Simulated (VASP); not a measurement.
Input of a VASP 6.6.1 run:

File INCAR:

```
ALGO = Normal
EDIFF = 1E-6
ENCUT = 520
GGA = PE
ISIF = 2
ISMEAR = 0
ISPIN = 2
LASPH = True
LCHARG = False
LMAXMIX = 4
LORBIT = 11
LREAL = False
LWAVE = False
MAGMOM = 0.875
NBANDS = 15
NELM = 150
NUPDOWN = 0.875
PREC = Accurate
SIGMA = 0.15
```

Contents of KPOINTS:

```
k-points
0
Gamma
  24 24 24
```

POSCAR

```
Ni
1.0
    0.0000000000      1.7936504678      1.7936504678
    1.7936504678      0.0000000000      1.7936504678
    1.7936504678      1.7936504678      0.0000000000
Ni
1
Direct
    0.0000000000      0.0000000000      0.0000000000
```

Potentials or basis: VASP PAW PBE potentials, release 64 (Ni).

The run is started by

```sh
$ cat potpaw_PBE.64/Ni/POTCAR > POTCAR
$ mpirun -np 1 vasp_std > vasp.out
```

Q: Estimate the pressure.

A: -8.3 GPa.

Caveat: the total moment is fixed, so each spin has its own Fermi level.
